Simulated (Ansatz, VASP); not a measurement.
**One calculation of SiC3, two programs**

INCAR

```
SYSTEM = SiC3
PREC = Accurate
ENCUT = 600
EDIFF = 1E-6
ISMEAR = 0
SIGMA = 0.1
LREAL = .FALSE.
LASPH = .TRUE.
NELM = 200
ALGO = Normal
ISIF = 2
LWAVE = .FALSE.
LCHARG = .FALSE.
ISPIN = 2
MAGMOM = 0 1 1 1
LORBIT = 11
GGA = PE
NBANDS = 20
GGA_COMPAT = .FALSE.
```

KPOINTS

```
regular mesh
0
G
  6 6 6
  0 0 0
```

Contents of POSCAR:

```
SiC3
1.0
    3.5756969826      0.0000000000      0.0000000000
    0.0000000000      3.5756969826      0.0000000000
    0.0000000000      0.0000000000      3.4043470061
Si C
1 3
Direct
    0.0000000000      0.0000000000      0.5000000000
    0.0000000000      0.0000000000      0.0000000000
    0.5000000000      0.5000000000      0.6987638000
    0.5000000000      0.5000000000      0.3012362000
```

Input for Ansatz:

```yaml
crystal:
  lattice:
    - [3.5756969826, 0.0, 0.0]
    - [0.0, 3.5756969826, 0.0]
    - [0.0, 0.0, 3.4043470061]
  atoms:
    - { symbol: Si, position: [0.0, 0.0, 0.5] }
    - { symbol: C, position: [0.0, 0.0, 0.0], spin: 1.0 }
    - { symbol: C, position: [0.5, 0.5, 0.6987638], spin: 1.0 }
    - { symbol: C, position: [0.5, 0.5, 0.3012362], spin: 1.0 }
basis:
  ecutwfc: 420
kpoints:
  mp_grid: { grid: [6, 6, 6] }
hamiltonian:
  xc: pbe
scf:
  occupations: { method: gaussian, width: 0.1 }
  lower_state_search: "off"
output:
  forces: true
  stress: true
  eigenvalues: true
  populations: true
magnetization:
  spin_polarized: true
```

Alike in both runs: task single point; functional PBE; k mesh 6 × 6 × 6; occupations gaussian, width 0.1 eV; collinear spin.

```csv
,VASP,Ansatz
version,VASP 6.6.1,Ansatz 0.2.0
potentials or method,"VASP PAW PBE potentials, release 64 (Si, C), cutoff 600 eV","scalar-relativistic, plane waves, PAW"
valence electrons in the cell,16,16
```

|  | VASP | Ansatz | Ansatz less VASP |
| --- | --- | --- | --- |
| gap on the k mesh at the Fermi level (eV) | none | none | - |
| pressure (GPa) | 0.0 | 0.1 | +0.06 |
| traceless stress, the component that is largest in VASP (GPa) | 0.06 | -0.02 | -0.081 |
| rms of the force components (eV/Å) | 0.035 | 0.000 | -0.0342 |
| net moment per atom (μB) | 0.00 | 0.00 | 0.000 |

Atom by atom the forces differ by 0.034 eV/Å (rms over components). A gap of «none» marks a metal or a gap that the smearing closes. With one functional, cell and mesh, what is left measures potentials, basis and numerics. Ansatz's warnings: seeded moment not kept.
